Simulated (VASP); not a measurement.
Input of a VASP 6.6.1 run:

Contents of POSCAR:

```
TiNi
1.0
    3.0504882018      0.0000000000      0.0000000000
    0.0000000000      3.0504882018      0.0000000000
    0.0000000000      0.0000000000      2.8542939716
Ti Ni
1 1
Direct
    0.5000000000      0.5000000000      0.5000000000
    0.0000000000      0.0000000000      0.0000000000
```

Contents of INCAR.step1:

```
PREC     = Accurate       # precision mode
ENCUT    = 520            # plane-wave cutoff, eV
ISMEAR   = 0              # smearing method
SIGMA    = 0.1            # smearing width, eV
LREAL    = F              # projectors in reciprocal space
LASPH    = T              # aspherical terms in the spheres
NELM     = 80             # most SCF steps
NBANDS   = 18             # bands
GGA      = PE             # functional
ALGO     = Normal         # electronic algorithm
EDIFF    = 1E-4           # SCF threshold, eV
LWAVE    = T              # write WAVECAR
LCHARG   = F              # write CHGCAR
```

File INCAR.step2:

```
PREC     = Accurate       # precision mode
ENCUT    = 520            # plane-wave cutoff, eV
EDIFF    = 1E-6           # SCF threshold, eV
ISMEAR   = 0              # smearing method
SIGMA    = 0.1            # smearing width, eV
LREAL    = F              # projectors in reciprocal space
LASPH    = T              # aspherical terms in the spheres
NELM     = 80             # most SCF steps
ALGO     = Normal         # electronic algorithm
ISIF     = 2              # what is computed and relaxed
LWAVE    = F              # write WAVECAR
LCHARG   = F              # write CHGCAR
METAGGA  = R2SCAN         # meta-GGA
LMIXTAU  = T            
NBANDS   = 18             # bands
ISTART   = 1
```

File KPOINTS:

```
Automatic mesh
0
Gamma
  18 18 18
```

Potentials or basis: VASP PAW PBE potentials, release 64 (Ti_sv, Ni).

The run is started by

```bash
$ cat potpaw_PBE.64/Ti_sv/POTCAR potpaw_PBE.64/Ni/POTCAR > POTCAR
$ cp INCAR.step1 INCAR
$ mpirun -np 1 vasp_std > vasp.out
$ cp INCAR.step2 INCAR
$ mpirun -np 1 vasp_std > vasp.out
```

Problem. Predict the band gap on the k mesh.

Solution. Zero (band 11 reaches 10.18 eV, above the bottom of band 12 at 8.41 eV).

Problem. Predict the pressure.

Solution. 1.2 GPa.

Stress tensor (GPa, compression positive):
```
0.46 0.00 0.00
0.00 0.46 0.00
0.00 0.00 2.57
```

Caveat: the cell differs from its parent crystal (uniaxial strain along c: -4.5 %, then relaxed in part); the PAW data sets were made with another functional, which shifts forces and pressure a little. Spin polarisation is off, so any magnetic state and its effect on volume and gap are missing.
